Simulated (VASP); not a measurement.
Y:

```
Y
1.0
     3.65150    0.00000    0.00000
    -1.82575    3.16229    0.00000
     0.00000    0.00000    5.74740
Y
2
Direct
  0.33333 0.66667 0.25000
  0.66667 0.33333 0.75000
```

Base run:

```yaml
Program: VASP 6.6.1
Functional: PBEsol
Potentials_or_basis: VASP PAW PBE potentials, release 64 (Y_sv)
Cutoff: 520 eV
k_mesh: 12 × 12 × 7
Occupations: fermi-dirac, width 0.08 eV
Spin: no spin polarisation
```

Its results: band gap on the k mesh zero (band 11 reaches 3.69 eV, above the bottom of band 12 at 2.40 eV); pressure -2.3 GPa.

Q: The run is repeated on the same cell with these changes: functional from PBEsol to r2SCAN. What comes out?

A: Band gap on the k mesh zero (band 11 reaches 3.83 eV, above the bottom of band 12 at 2.45 eV); pressure 0.5 GPa.

Caveats: the PAW data sets were made with another functional, which shifts forces and pressure a little.
